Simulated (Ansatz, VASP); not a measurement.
# Two plane-wave programs on ZnC

```
CELL_PARAMETERS angstrom
-1.52069 1.57618 2.20784
1.52069 -1.57618 2.20784
1.52069 1.57618 -2.20784
ATOMIC_POSITIONS crystal
Zn 0.50000 0.00000 0.50000
C 0.00000 0.50000 0.50000
```

Alike in both runs: task single point; functional PBE; k mesh 8 × 8 × 8; occupations gaussian, width 0.1 eV; collinear spin.

|  | VASP | Ansatz |
| --- | --- | --- |
| version | VASP 6.6.1 | Ansatz 0.2.0 |
| potentials or method | VASP PAW PBE potentials, release 64 (Zn, C), cutoff 520 eV | scalar-relativistic, plane waves, PAW |
| valence electrons in the cell | 16 | 16 |

```csv
,VASP,Ansatz,Ansatz less VASP
gap on the k mesh at the Fermi level (eV),none,none,-
pressure (GPa),0.8,0.0,-0.84
"traceless stress, the component that is largest in VASP (GPa)",-0.09,-0.04,+0.047
net moment per atom (μB),0.00,0.00,0.000
```

A gap of «none» marks a metal or a gap that the smearing closes. The functional is the same, so the differences come from potentials, cutoffs and numerics. Ansatz's warnings: seeded moment not kept.
